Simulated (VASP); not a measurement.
# CaZn2Sb2 in VASP: single point with PBEsol

Aim: the single point of CaZn2Sb2 with PBEsol.

Everything below comes from runs of VASP 6.6.1. Logs are shortened: lines on timing, memory, paths and dates and some standing lists are left out, and cuts for length are marked.

## 1. The cell of the first run

The cell holds an amorphous packing of atoms, 5 atoms: a = 5.049 Å, b = 4.449 Å, c = 6.418 Å, α = 95.81°, β = 79.06°, γ = 92.66°.

## 2. Single point, PBEsol

Input file INCAR:

```
PREC = Accurate
ENCUT = 520
EDIFF = 1E-7
ISMEAR = -1
SIGMA = 0.1
LREAL = F
LASPH = T
NELM = 80
ALGO = Normal
ISIF = 2
LWAVE = F
LCHARG = F
GGA = PS
NBANDS = 30
```

Input file KPOINTS:

```
Automatic mesh
0
Gamma
  4 4 3
  0.5 0 0.5
```

Input file POSCAR:

```
CaZn2Sb2
1.0
    4.9795710000     -0.5501570000      0.6274080000
    0.2866030000      4.4397660000     -0.0445230000
    0.3639610000     -0.6102690000      6.3788460000
Zn Ca Sb
2 1 2
Direct
    0.6541300000      0.3805750000      0.7148480000
    0.9849310000      0.1095720000      0.3586050000
    0.5458620000      0.9184560000      0.0768050000
    0.0971440000      0.3391260000      0.9409470000
    0.2485560000      0.6535050000      0.5324440000
```

Potentials or basis: VASP PAW PBE potentials, release 64 (Zn, Ca_sv, Sb).

Run with:

```console
$ cat potpaw_PBE.64/Zn/POTCAR potpaw_PBE.64/Ca_sv/POTCAR potpaw_PBE.64/Sb/POTCAR > POTCAR
$ mpirun -np 1 vasp_std > vasp.out
```

OUTCAR:

```text
PREC = Accurate
   ENCUT = 520
   EDIFF = 1E-7
   ISMEAR = -1
   LREAL = F
   LASPH = T
   NELM = 80
   ISIF = 2
   GGA = PS

 ion  position               nearest neighbor table
   1  0.654  0.381  0.715-   2 2.77   5 2.91   4 2.91   4 2.92   5 3.24
   2  0.985  0.110  0.359-   1 2.77   5 2.90   4 2.91   5 2.93
   3  0.546  0.918  0.077-   4 3.30   4 3.31   5 3.33
   4  0.097  0.339  0.941-   1 2.91   2 2.91   1 2.92   5 3.05   3 3.30   3 3.31
   5  0.249  0.654  0.532-   2 2.90   1 2.91   2 2.93   4 3.05   1 3.24   3 3.33

  LATTYP: Found a triclinic cell.
 ALAT       =     4.4492297886
 B/A-ratio  =     2.6684019337
 C/A-ratio  =     1.6700582640
 COS(alpha) =     0.0069655993
 COS(beta)  =     0.5113902480
 COS(gamma) =     0.7844555988

  Lattice vectors:

 A1 = (  -0.2866030000,  -4.4397660000,   0.0445230000)
 A2 = (  -5.1888160000,  -8.9396440000,   5.8404840000)
 A3 = (  -0.6505640000,  -3.8294970000,  -6.3343230000)

Analysis of symmetry for initial positions (statically):
=====================================================================
 Subroutine PRICEL returns:
 Original cell was already a primitive cell.

 Routine SETGRP: Setting up the symmetry group for a
 triclinic supercell.

 Subroutine GETGRP returns: Found  1 space group operations
 (whereof  1 operations were pure point group operations)
 out of a pool of  2 trial point group operations.

The static configuration has the point symmetry C_1 .

Analysis of symmetry for dynamics (positions and initial velocities):
=====================================================================
 Subroutine PRICEL returns:
 Original cell was already a primitive cell.

 Routine SETGRP: Setting up the symmetry group for a
 triclinic supercell.

 Subroutine GETGRP returns: Found  1 space group operations
 (whereof  1 operations were pure point group operations)
 out of a pool of  2 trial point group operations.

The dynamic configuration has the point symmetry C_1 .

 Subroutine INISYM returns: Found  1 space group operations
 (whereof  1 operations are pure point group operations),
 and found     1 'primitive' translations

----------------------------------------------------------------------------------------

[... 93 lines left out ...]
   LSORBIT =      F    spin-orbit coupling
   LASPH  =      T    aspherical Exc in radial PAW
   ENCUT  =  520.0 eV  38.22 Ry    6.18 a.u.   9.39  8.27 11.93*2*pi/ulx,y,z
   NELM   =     80;   NELMIN=  2; NELMDL= -5     # of ELM steps
   EDIFF  = 0.1E-06   stopping-criterion for ELM
   LREAL  =      F    real-space projection
   EDIFFG = 0.1E-05   stopping-criterion for IOM
   NSW    =      0    number of steps for IOM
   IBRION =     -1    ionic relax: 0-MD 1-quasi-New 2-CG
   NFREE  =      0    steps in history (QN), initial steepest desc. (CG)
   ISIF   =      2    stress and relaxation
   ISYM   =      2    0-nonsym 1-usesym 2-fastsym
   POTIM  = 0.5000    time-step for ionic-motion
   TEBEG  =    0.0;   TEEND  =   0.0 temperature during run
   PSTRESS=    0.0 pullay stress
   NELECT =      44.0000    total number of electrons
   NUPDOWN=      -1.0000    fix difference up-down
   EMIN   =  10.00;   EMAX   =-10.00  energy-range for DOS
   EFERMI =   0.00;   METHOD = LEGACY
   ISMEAR =    -1;   SIGMA  =   0.10  broadening in eV -4-tet -1-fermi 0-gaus
   EFERMI_NEDOS =   21; number of points for ismear=-14 and -15
   IALGO  =     38    algorithm
   IMIX   =      4    mixing-type and parameters
     AMIX     =   0.40;   BMIX     =  1.00
     AMIX_MAG =   1.60;   BMIX_MAG =  1.00
  volume/ion in A,a.u.               =      28.16       190.01
  Fermi-wavevector in a.u.,A,eV,Ry     =   1.110994  2.099475 16.793787  1.234309
  Thomas-Fermi vector in A             =   2.247552
   LORBIT       =      0    0 simple, 1 ext, 2 COOP (PROOUT), +10 PAW based schemes
   GGA     = PS    functional components
   LHFCALC =     F    Hartree Fock is set to
   AEXX    =    0.0000 exact exchange contribution
   IVDW    =     0    specifies the selected vdW correction
   LEPSILON=     F    determine dielectric tensor
   LRPA    =     F    only Hartree local field effects (RPA)
 non-spin polarized calculation
  energy-cutoff  :      520.00
  volume of cell :      140.78
 maximum number of plane-waves:      3809
 NGX is ok and might be reduce to    40
   NGX = 19   NGY = 17   NGZ = 23

 number of electron      44.0000006 magnetization

 Free energy of the ion-electron system (eV)
  ---------------------------------------------------
  ext. energy  EPLUGINS =         0.00000000
  ---------------------------------------------------
  free energy    TOTEN  =       -14.40139276 eV

  energy without entropy =      -14.29954752  energy(sigma->0) =      -14.35047014

 E-fermi :   3.5103     XC(G=0):  -9.3268

 val. band max:        3.4798791793   @ k =   0.3750   0.2500   0.5000
 cond. band min:       3.5194581285   @ k =   0.1250   0.0000   0.5000
 fundamental gap:      0.0395789492
 Fermi energy:         3.5102747728

 k-point     1 :       0.1250   -0.0000    0.1667
  band No.  band energies     occupation
      1     -37.8319      2.00000
      2     -18.9439      2.00000
      3     -18.9066      2.00000
      4     -18.8983      2.00000
      5      -6.8640      2.00000
      6      -4.7655      2.00000
[... 781 lines left out ...]
     29       7.3907      0.00000
     30       7.8770      0.00000

------------------------ aborting loop because EDIFF is reached ----------------------------------------

  FORCE on cell =-STRESS in cart. coord.  units (eV):
  Direction    XX          YY          ZZ          XY          YZ          ZX
  --------------------------------------------------------------------------------------
  -------------------------------------------------------------------------------------
  Total       -3.2813557     -3.0607692     -4.4116083      0.3351497     -0.2745378     -0.2274149
  in kB      -37.3441267    -34.8336977    -50.2071939      3.8142383     -3.1244325     -2.5881404
  external PRESSURE =     -40.7950061 kB  Pullay stress =       0.0000000 kB

 VOLUME and BASIS-vectors are now :
 -----------------------------------------------------------------------------
  energy-cutoff  :      520.00
  volume of cell :      140.78
      direct lattice vectors                 reciprocal lattice vectors
     4.979571000 -0.550157000  0.627408000     0.200975794 -0.013101281 -0.012720586
     0.286603000  4.439766000 -0.044523000     0.022208230  0.224005680  0.020163646
     0.363961000 -0.610269000  6.378846000    -0.019612489  0.002852123  0.158160072

 POSITION                                       TOTAL-FORCE (eV/Angst)
 -----------------------------------------------------------------------------------
      3.62654      0.89354      4.95337         0.096354     -0.192508     -0.571535
      5.06646     -0.27424      2.90056         0.084064      0.157739      0.550903
      3.00934      3.73055      0.79151        -0.047870     -0.188345     -0.107153
      0.92340      0.87796      6.04801        -0.192552      0.215132      0.097392
      1.61879      2.43973      3.52323         0.060005      0.007983      0.030393
 -----------------------------------------------------------------------------------
    total drift:                               -0.000252      0.000698     -0.000509

  FREE ENERGIE OF THE ION-ELECTRON SYSTEM (eV)
  ---------------------------------------------------
  free  energy   TOTEN  =       -14.4013927588 eV

  energy  without entropy=      -14.2995475234  energy(sigma->0) =      -14.35047014
```

It took 1.7 min on 1 thread of AMD EPYC 9R14 (Zen 4), shared host; peak memory 0.27 GiB.

Results:

```yaml
Free_energy: -14.4014 eV
Pressure: -4.1 GPa
Largest_force: 0.611 eV/Å
Band_gap_on_the_k_mesh: zero (band 22 reaches 3.80 eV, above the bottom of band 23 at 3.15 eV)
```

Forces on the atoms (eV/Å):
```
Zn   0.096 -0.193 -0.572
Zn   0.084  0.158  0.551
Ca  -0.048 -0.188 -0.107
Sb  -0.193  0.215  0.097
Sb   0.060  0.008  0.030
```

Stress tensor (GPa, compression positive):
```
-3.73  0.38 -0.26
 0.38 -3.48 -0.31
-0.26 -0.31 -5.02
```

Caveat: the PAW data sets were made with another functional, which shifts forces and pressure a little; spin-orbit coupling is left out, which moves the levels of the heavy elements.
